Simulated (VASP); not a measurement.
# TaN (P6_3/mmc) in VASP: a series of runs, part 2 of 2

VASP 6.6.1. The steps go on from the part before.

## (4) Electric field gradients, PBE (volume scaled by 1.02)

Contents of INCAR:

```
SYSTEM = TaN
ALGO = Normal ; EDIFF = 1E-8
ENCUT = 520 ; GGA = PE
ISIF = 2 ; ISMEAR = -1
LASPH = .TRUE. ; LCHARG = .FALSE.
LEFG = .TRUE. ; LREAL = .FALSE.
LWAVE = .FALSE. ; NBANDS = 24
NELM = 100 ; PREC = Accurate
SIGMA = 0.01
```

Contents of KPOINTS:

```
k-points
0
G
  9 9 5
  0 0 0
```

Contents of POSCAR:

```
TaN
1.0
    3.0681880104      0.0000000000      0.0000000000
   -1.5340940052      2.6571287606      0.0000000000
    0.0000000000      0.0000000000      4.9505704856
Ta N
2 2
Direct
    0.0000000000      0.0000000000      0.0000000000
    0.0000000000      0.0000000000      0.5000000000
    0.3333333333      0.6666666667      0.2500000000
    0.6666666667      0.3333333333      0.7500000000
```

Potentials or basis: VASP PAW PBE potentials, release 64 (Ta_pv, N).

On the command line:

```console
cat potpaw_PBE.64/Ta_pv/POTCAR potpaw_PBE.64/N/POTCAR > POTCAR
mpirun -np 1 vasp_std > vasp.out
```

OUTCAR:

```text
SYSTEM = TaN
   EDIFF = 1E-8
   ENCUT = 520
   GGA = PE
   ISIF = 2
   ISMEAR = -1
   LASPH = .TRUE.
   LREAL = .FALSE.
   NELM = 100
   PREC = Accurate

 ion  position               nearest neighbor table
   1  0.000  0.000  0.000-   3 2.16   4 2.16   4 2.16   3 2.16   4 2.16   3 2.16   2 2.48   2 2.48

   2  0.000  0.000  0.500-   3 2.16   4 2.16   4 2.16   3 2.16   4 2.16   3 2.16   1 2.48   1 2.48

   3  0.333  0.667  0.250-   1 2.16   2 2.16   1 2.16   2 2.16   1 2.16   2 2.16
   4  0.667  0.333  0.750-   1 2.16   2 2.16   1 2.16   2 2.16   1 2.16   2 2.16

  LATTYP: Found a hexagonal cell.
 ALAT       =     3.0681880104
 C/A-ratio  =     1.6135160130

  Lattice vectors:

 A1 = (   3.0681880104,   0.0000000000,   0.0000000000)
 A2 = (  -1.5340940052,   2.6571287606,   0.0000000000)
 A3 = (   0.0000000000,   0.0000000000,   4.9505704856)

Analysis of symmetry for initial positions (statically):
=====================================================================
 Subroutine PRICEL returns:
 Original cell was already a primitive cell.

 Routine SETGRP: Setting up the symmetry group for a
 hexagonal supercell.

 Subroutine GETGRP returns: Found 24 space group operations
 (whereof 12 operations were pure point group operations)
 out of a pool of 24 trial point group operations.

The static configuration has the point symmetry D_3d.
 The point group associated with its full space group is D_6h.

Analysis of symmetry for dynamics (positions and initial velocities):
=====================================================================
 Subroutine PRICEL returns:
 Original cell was already a primitive cell.

 Routine SETGRP: Setting up the symmetry group for a
[... 173 lines left out ...]
      6     -24.5390      2.00000
[... 637 lines left out ...]
     23      16.8655      0.00000
     24      16.8655      0.00000

 [... further k-points ...]
[... 5 lines left out ...]
  --------------------------------------------------------------------------------------
  -------------------------------------------------------------------------------------
  Total        6.0258505      6.0258505     26.2479364      0.0000000      0.0000000     -0.0000000
  in kB      239.2098827    239.2098827   1041.9717181      0.0000000      0.0000000     -0.0000000
  external PRESSURE =     506.7971612 kB  Pullay stress =       0.0000000 kB

 VOLUME and BASIS-vectors are now :
 -----------------------------------------------------------------------------
  energy-cutoff  :      520.00
  volume of cell :       40.36
      direct lattice vectors                 reciprocal lattice vectors
     3.068188010  0.000000000  0.000000000     0.325925268  0.188173041  0.000000000
    -1.534094005  2.657128761  0.000000000     0.000000000  0.376346083  0.000000000
     0.000000000  0.000000000  4.950570486     0.000000000  0.000000000  0.201996922

 POSITION                                       TOTAL-FORCE (eV/Angst)
 -----------------------------------------------------------------------------------
      0.00000      0.00000      0.00000         0.000000      0.000000     -0.000000
      0.00000      0.00000      2.47529         0.000000      0.000000     -0.000000
     -0.00000      1.77142      1.23764        -0.000000      0.000000     -0.000000
      1.53409      0.88571      3.71293        -0.000000     -0.000000      0.000000
 -----------------------------------------------------------------------------------
    total drift:                               -0.000000      0.000000      0.000000

  FREE ENERGIE OF THE ION-ELECTRON SYSTEM (eV)
  ---------------------------------------------------
  free  energy   TOTEN  =       -41.5665038413 eV

  energy  without entropy=      -41.5648380692  energy(sigma->0) =      -41.56567096

 Electric field gradients (V/A^2)
---------------------------------------------------------------------
 ion       V_xx      V_yy      V_zz      V_xy      V_xz      V_yz
---------------------------------------------------------------------
   1      88.894    88.893  -177.787    -0.000    -0.000     0.000
   2      88.894    88.893  -177.787    -0.000     0.000    -0.000
   3      -2.861    -2.861     5.722     0.000     0.000    -0.000
   4      -2.861    -2.861     5.722     0.000     0.000     0.000
---------------------------------------------------------------------

 Electric field gradients after diagonalization (V/A^2)
 (convention: |V_zz| > |V_xx| > |V_yy|)
----------------------------------------------------------------------
 ion       V_xx      V_yy      V_zz     asymmetry (V_yy - V_xx)/ V_zz
----------------------------------------------------------------------
   1      88.894    88.893  -177.787       0.000
   2      88.894    88.893  -177.787       0.000
   3      -2.862    -2.861     5.722       0.000
   4      -2.862    -2.861     5.722       0.000
----------------------------------------------------------------------

           NMR quadrupolar parameters

 Cq : quadrupolar parameter    Cq=e*Q*V_zz/h
 eta: asymmetry parameters     (V_yy - V_xx)/ V_zz
 Q  : nuclear electric quadrupole moment in mb (millibarn)
----------------------------------------------------------------------
 ion       Cq(MHz)       eta       Q (mb)
----------------------------------------------------------------------
   1      -0.430       0.000       1.000
   2      -0.430       0.000       1.000
   3       0.014       0.000       1.000
   4       0.014       0.000       1.000
----------------------------------------------------------------------
```

OSZICAR:

```text
N       E                     dE             d eps       ncg     rms          rms(c)
DAV:   1     0.270175362419E+03    0.27018E+03   -0.17307E+04  1728   0.142E+03
DAV:   2    -0.336784104306E+02   -0.30385E+03   -0.29001E+03  2080   0.414E+02
DAV:   3    -0.467357854803E+02   -0.13057E+02   -0.12877E+02  2088   0.841E+01
DAV:   4    -0.468903675123E+02   -0.15458E+00   -0.15357E+00  2072   0.931E+00
DAV:   5    -0.468923543931E+02   -0.19869E-02   -0.19864E-02  2112   0.849E-01    0.391E+01
DAV:   6    -0.417636007432E+02    0.51288E+01   -0.19637E+01  2048   0.307E+01    0.176E+01
DAV:   7    -0.416183497895E+02    0.14525E+00   -0.11311E+00  1928   0.772E+00    0.108E+01
DAV:   8    -0.415726192583E+02    0.45731E-01   -0.14116E-01  2088   0.288E+00    0.148E+00
DAV:   9    -0.415666454552E+02    0.59738E-02   -0.16808E-02  2048   0.829E-01    0.405E-01
DAV:  10    -0.415665581362E+02    0.87319E-04   -0.14546E-03  2120   0.320E-01    0.798E-02
DAV:  11    -0.415665041834E+02    0.53953E-04   -0.12127E-04  2072   0.885E-02    0.117E-02
DAV:  12    -0.415665047536E+02   -0.57014E-06   -0.36637E-06  2112   0.140E-02    0.529E-03
DAV:  13    -0.415665039076E+02    0.84591E-06   -0.25484E-07  2104   0.319E-03    0.311E-03
DAV:  14    -0.415665038436E+02    0.64010E-07   -0.47767E-08  2008   0.155E-03    0.299E-04
DAV:  15    -0.415665038413E+02    0.23738E-08   -0.19732E-09  1152   0.337E-04
   1 F= -.41566504E+02 E0= -.41565671E+02  d E =-.166577E-02
```

stdout:

```text
POSCAR found type information on POSCAR TaN
 POSCAR found :  2 types and       4 ions
 scaLAPACK will be used
 LDA part: xc-table for (Slater+PW92), standard interpolation
 POSCAR, INCAR and KPOINTS ok, starting setup
 FFT: planning ... GRIDC
 FFT: planning ... GRID_SOFT
 FFT: planning ... GRID
 WAVECAR not read
 entering main loop
ion   1

ion   2

ion   3

ion   4
```

Wall time 54 s (1 thread of Intel Xeon 8259CL, shared host); peak memory 0.18 GiB.

What came out:

```yaml
Free_energy: -41.5665 eV
Pressure: 50.7 GPa
Band_gap_on_the_k_mesh: zero (band 16 reaches 10.35 eV, above the bottom of band 17 at 7.88 eV)
```

Stress tensor (GPa, compression positive):
```
 23.92   0.00   0.00
  0.00  23.92   0.00
  0.00   0.00 104.20
```

Electric field gradients, principal values (V/Å²):
```tsv
atom	least	middle	greatest (by size)
1 Ta	88.893	88.894	-177.787
2 Ta	88.893	88.894	-177.787
3 N	-2.861	-2.862	5.722
4 N	-2.861	-2.862	5.722
```

Caveat: without QUAD_EFG the Cq values of the log hold for a quadrupole moment of 1 mb, not for the nuclei; spin-orbit coupling is left out, which moves the levels of the heavy elements.

## (5) The runs side by side

```csv
cell,gap on the mesh (eV),pressure (GPa)
"a = 3.007, b = 3.007, c = 4.852 Å, angles 90.0, 90.0, 120.0°, 4 atoms",none,85.1
"a = 3.038, b = 3.038, c = 4.902 Å, angles 90.0, 90.0, 120.0°, 4 atoms",none,66.7
"a = 3.068, b = 3.068, c = 4.951 Å, angles 90.0, 90.0, 120.0°, 4 atoms",none,50.7
```

Alike in all rows: task electric field gradients; level PBE; potentials or basis VASP PAW PBE potentials, release 64 (Ta_pv, N); no spin polarisation; k mesh 9 × 9 × 5; cutoff (eV) 520; smearing fermi-dirac 0.01 eV.

Caveats: spin-orbit coupling is left out, which moves the levels of the heavy elements.

Total energies depend on the potentials used, so only differences within one code and one set of settings carry meaning.
